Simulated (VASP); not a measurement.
Runs of VASP 6.6.1 on BaRe. The structure is that of space group Pm-3m (No. 221), or close to it. The cells are those of the table. 

| cell | smearing | gap on the mesh (eV) | pressure (GPa) |
| --- | --- | --- | --- |
| a = 3.772 Å, 2 atoms | gaussian 0.05 eV | none | -0.6 |
| a = 3.808 Å, 2 atoms | gaussian 0.05 eV | none | (a) |
| a = 3.673 Å, 2 atoms | gaussian 0.05 eV | none | 3.6 |
| a = 3.748 Å, 2 atoms | gaussian 0.05 eV | none | 0.3 |
| a = 3.723 Å, 2 atoms | methfessel-paxton 0.15 eV | none | (b) |

Alike in all rows: task single point; level PBE; potentials or basis VASP PAW PBE potentials, release 64 (Ba_sv, Re_sv_GW); no spin polarisation; k mesh 8 × 8 × 8; cutoff (eV) 560.

Q: Fill in the values left out.

A: (a) -1.8; (b) 1.3.

Caveats: spin-orbit coupling is left out, which moves the levels of the heavy elements; the cell stands under pressure (at least some runs).

A k mesh can miss the band edges, and the runs leave out spin-orbit coupling on Ba, Re.

A gap of «none» marks levels without a gap at the run's occupations.
